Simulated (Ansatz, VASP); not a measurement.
TaC: VASP beside Ansatz

POSCAR

```
TaC
1.0
    0.0000000000      2.2230000000      2.2230000000
    2.2230000000      0.0000000000      2.2230000000
    2.2230000000      2.2230000000      0.0000000000
Ta C
1 1
Direct
    0.0000000000      0.0000000000      0.0000000000
    0.5000000000      0.5000000000      0.5000000000
```

The input INCAR.step1:

```
  PREC = Accurate
  ENCUT = 770
  ISMEAR = -1
  SIGMA = 0.15
  LREAL = False
  LASPH = True
  NELM = 120
  NBANDS = 16
  GGA = PE
  ALGO = Normal
  EDIFF = 1E-5
  LWAVE = True
  LCHARG = False
  GGA_COMPAT = False
```

Contents of INCAR.step2:

```
  PREC = Accurate
  ENCUT = 770
  EDIFF = 1E-6
  ISMEAR = -1
  SIGMA = 0.15
  LREAL = False
  LASPH = True
  NELM = 120
  ALGO = Normal
  ISIF = 2
  LWAVE = False
  LCHARG = False
  METAGGA = R2SCAN
  LMIXTAU = True
  NBANDS = 16
  ISTART = 1
  GGA_COMPAT = False
```

The input KPOINTS:

```
Automatic mesh
0
Gamma
  9 9 9
```

Input for Ansatz:

```yaml
crystal:
  lattice:
    - [0.0, 2.223, 2.223]
    - [2.223, 0.0, 2.223]
    - [2.223, 2.223, 0.0]
  atoms:
    - { symbol: Ta, position: [0.0, 0.0, 0.0] }
    - { symbol: C, position: [0.5, 0.5, 0.5] }
basis:
  ecutwfc: 500.0
kpoints:
  mp_grid:
    grid: [9, 9, 9]
hamiltonian:
  xc: r2scan
  pseudopotentials:
    kind: paw
scf:
  occupations:
    method: fermi_dirac
    width: 0.15
output:
  forces: true
  stress: true
```

Alike in both runs: task single point; functional r2SCAN; k mesh 9 × 9 × 9; occupations fermi-dirac, width 0.15 eV; no spin polarisation.

|  | VASP | Ansatz |
| --- | --- | --- |
| version | VASP 6.6.1 | Ansatz 0.2.0 |
| potentials or method | VASP PAW PBE potentials, release 64 (Ta_sv_GW, C), cutoff 770 eV | plane waves, PAW |
| valence electrons in the cell | 17 | 17 |

|  | VASP | Ansatz | Ansatz less VASP |
| --- | --- | --- | --- |
| pressure (GPa) | 3.8 | 4.0 | +0.15 |

VASP's potentials were made for PBE, not for r2SCAN.

Spin-orbit coupling is off throughout.
